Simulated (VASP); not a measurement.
# Pb (Fm-3m) in VASP: a series of runs, part 2 of 2

VASP 6.6.1. Earlier steps stand in the parts before.

## Step 5: Single point, RPBE+D4

This run uses another cell than the first one, of 30.53 Å³/atom, 0.950 times its volume.

INCAR

```
SYSTEM = Pb
  PREC = Accurate
  ENCUT = 500
  EDIFF = 1E-6
  ISMEAR = -1
  SIGMA = 0.05
  LREAL = .FALSE.
  LASPH = .TRUE.
  NELM = 120
  ALGO = Normal
  ISIF = 2
  LWAVE = .FALSE.
  LCHARG = .FALSE.
  GGA = RP
  IVDW = 13
  NBANDS = 13
  GGA_COMPAT = .FALSE.
```

KPOINTS

```
Automatic mesh
0
G
  9 9 9
  0 0 0
```

POSCAR

```
Pb
1.0
    0.0000000000      2.4807065450      2.4807065450
    2.4807065450      0.0000000000      2.4807065450
    2.4807065450      2.4807065450      0.0000000000
Pb
1
Direct
    0.0000000000      0.0000000000      0.0000000000
```

Potentials or basis: VASP PAW PBE potentials, release 64 (Pb_d).

Command:

```
> cat potpaw_PBE.64/Pb_d/POTCAR > POTCAR
> mpirun -np 1 vasp_std > vasp.out
```

OUTCAR:

```text
SYSTEM = Pb
   PREC = Accurate
   ENCUT = 500
   EDIFF = 1E-6
   ISMEAR = -1
   LREAL = .FALSE.
   LASPH = .TRUE.
   NELM = 120
   ISIF = 2
   GGA = RP
   IVDW = 13

 ion  position               nearest neighbor table
   1  0.000  0.000  0.000-

  LATTYP: Found a face centered cubic cell.
 ALAT       =     4.9614130900

  Lattice vectors:

 A1 = (   0.0000000000,   2.4807065450,   2.4807065450)
 A2 = (   2.4807065450,   0.0000000000,   2.4807065450)
 A3 = (   2.4807065450,   2.4807065450,   0.0000000000)

Analysis of symmetry for initial positions (statically):
[... 5 lines left out ...]
 face centered cubic supercell.

 Subroutine GETGRP returns: Found 48 space group operations
 (whereof 48 operations were pure point group operations)
 out of a pool of 48 trial point group operations.

The static configuration has the point symmetry O_h .

Analysis of symmetry for dynamics (positions and initial velocities):
[... 5 lines left out ...]
 face centered cubic supercell.

 Subroutine GETGRP returns: Found 48 space group operations
 (whereof 48 operations were pure point group operations)
 out of a pool of 48 trial point group operations.

The dynamic configuration has the point symmetry O_h .

 Subroutine INISYM returns: Found 48 space group operations
 (whereof 48 operations are pure point group operations),
 and found     1 'primitive' translations

----------------------------------------------------------------------------------------

                                     Primitive cell

  volume of cell :      30.5321

  direct lattice vectors                    reciprocal lattice vectors
     0.000000000  2.480706545  2.480706545    -0.201555481  0.201555481  0.201555481
     2.480706545  0.000000000  2.480706545     0.201555481 -0.201555481  0.201555481
     2.480706545  2.480706545  0.000000000     0.201555481  0.201555481 -0.201555481

  length of vectors
     3.508248840  3.508248840  3.508248840     0.349104333  0.349104333  0.349104333

[... 103 lines left out ...]
   GGA     = RP    functional components
   LHFCALC =     F    Hartree Fock is set to
   AEXX    =    0.0000 exact exchange contribution
   IVDW    =    13    specifies the selected vdW correction
   LEPSILON=     F    determine dielectric tensor
   LRPA    =     F    only Hartree local field effects (RPA)
 non-spin polarized calculation
  energy-cutoff  :      500.00
  volume of cell :       30.53
 maximum number of plane-waves:       785
 NGX is ok and might be reduce to    28
   NGX = 13   NGY = 13   NGZ = 13

 number of electron      14.0000000 magnetization

 Free energy of the ion-electron system (eV)
  ---------------------------------------------------
  ext. energy  EPLUGINS =         0.00000000
  ---------------------------------------------------
  free energy    TOTEN  =        -3.16990493 eV

  energy without entropy =       -3.16676769  energy(sigma->0) =       -3.16833631

 E-fermi :   7.1962     XC(G=0): -10.0545

 val. band max:        6.9720359566   @ k =  -0.3333   0.3333   0.1111
 cond. band min:       7.2039913623   @ k =  -0.2222   0.3333   0.1111
 fundamental gap:      0.2319554057
 Fermi energy:         7.1961938314

 k-point     1 :       0.0000    0.0000    0.0000
  band No.  band energies     occupation
      1      -9.8061      2.00000
      2      -9.8061      2.00000
      3      -9.8061      2.00000
      4      -9.6707      2.00000
      5      -9.6707      2.00000
      6      -4.3680      2.00000
      7      14.7227      0.00000
      8      14.7227      0.00000
      9      14.7227      0.00000
     10      17.0538      0.00000
     11      18.5463      0.00000
     12      19.7509      0.00000
     13      19.7509      0.00000
[... 354 lines left out ...]
  band No.  band energies     occupation
      1      -9.9598      2.00000
      2      -9.8703      2.00000
      3      -9.5544      2.00000
      4      -9.5160      2.00000
      5      -9.5160      2.00000
      6       0.1866      2.00000
      7       4.6396      2.00000
      8       9.4879      0.00000
      9       9.4879      0.00000
     10      12.7593      0.00000
     11      13.9709      0.00000
     12      25.5417      0.00000
     13      27.2023      0.00000

 [... further k-points ...]

------------------------ aborting loop because EDIFF is reached ----------------------------------------

  DFT-D4 for vdW energy calculation

  Edisp (eV):   -0.72492

  FORCE on cell =-STRESS in cart. coord.  units (eV):
  Direction    XX          YY          ZZ          XY          YZ          ZX
  --------------------------------------------------------------------------------------
  -------------------------------------------------------------------------------------
  Total      -0.01187    -0.01187    -0.01187    -0.00000     0.00000     0.00000
  in kB      -0.62271    -0.62271    -0.62271    -0.00000     0.00000     0.00000
  external pressure =       -0.62 kB  Pullay stress =        0.00 kB

 VOLUME and BASIS-vectors are now :
 -----------------------------------------------------------------------------
  energy-cutoff  :      500.00
  volume of cell :       30.53
      direct lattice vectors                 reciprocal lattice vectors
     0.000000000  2.480706545  2.480706545    -0.201555481  0.201555481  0.201555481
     2.480706545  0.000000000  2.480706545     0.201555481 -0.201555481  0.201555481
     2.480706545  2.480706545  0.000000000     0.201555481  0.201555481 -0.201555481

 POSITION                                       TOTAL-FORCE (eV/Angst)
 -----------------------------------------------------------------------------------
      0.00000      0.00000      0.00000        -0.000000      0.000000     -0.000000
 -----------------------------------------------------------------------------------
    total drift:                               -0.000000     -0.000000     -0.000000

  FREE ENERGIE OF THE ION-ELECTRON SYSTEM (eV)
  ---------------------------------------------------
  free  energy   TOTEN  =        -3.8948220434 eV

  energy  without entropy=       -3.8916847961  energy(sigma->0) =       -3.89325342
```

stdout:

```text
POSCAR found type information on POSCAR Pb
 POSCAR found :  1 types and       1 ions
 scaLAPACK will be used
 -----------------------------------------------------------------------------
|                                                                             |
|                                                                             |
|     You enforced a specific xc type in the INCAR file but a different       |
|     I HOPE YOU KNOW WHAT YOU ARE DOING!                                     |
|                                                                             |
 -----------------------------------------------------------------------------

 LDA part: xc-table for (Slater+PW92), standard interpolation
 POSCAR, INCAR and KPOINTS ok, starting setup
 FFT: planning ... GRIDC
 FFT: planning ... GRID_SOFT
 FFT: planning ... GRID
 WAVECAR not read
 entering main loop
```

Run time: 25 s. Hardware: 1 thread of AMD EPYC 7R13, shared host; peak memory 0.13 GiB.

Results:

```yaml
Free_energy: -3.8948 eV
Pressure: -0.1 GPa
Band_gap_on_the_k_mesh: zero (band 7 reaches 14.72 eV, above the bottom of band 8 at 5.80 eV)
Dispersion_energy_per_atom: -0.725 eV
```

Caveat: the PAW data sets were made with another functional, which shifts forces and pressure a little; spin-orbit coupling is left out, which moves the levels of the heavy elements; pairwise dispersion overbinds metals, which lowers pressure and volume.

## Step 6: The runs side by side

| task | level | spin | cell | cutoff (eV) | gap on the mesh (eV) | pressure (GPa) |
| --- | --- | --- | --- | --- | --- | --- |
| single point | PBE exchange alone | off | a = 3.569 Å, angles 60.0°, 1 atom | 520 | none | 7.9 |
| relaxation of cell and atoms | RPBE+D4 | off | relaxed from a = 3.500 Å, angles 60.0°, 1 atom | 600 | none | 0.0 |
| single point | PBEsol | non-collinear, zero start, SOC | a = 3.500 Å, angles 60.0°, 1 atom | 520 | - | -0.6 |
| single point | RPBE+D4 | off | a = 3.508 Å, angles 60.0°, 1 atom | 500 | none | -0.1 |

Alike in all rows: potentials or basis VASP PAW PBE potentials, release 64 (Pb_d); k mesh 9 × 9 × 9; smearing fermi-dirac 0.05 eV.

Caveats: spin-orbit coupling is left out, which moves the levels of the heavy elements (some runs); the PAW data sets were made with another functional, which shifts forces and pressure a little (some runs); pairwise dispersion overbinds metals, which lowers pressure and volume (some runs).

Absolute energies hang on the potentials; compare differences alone.

## Step 7: How close it comes

Step 3. The cell as given is a measured one (30.32 Å³/atom); RPBE+D4 puts the equilibrium volume +0.6 % from it, thermal expansion not counted.
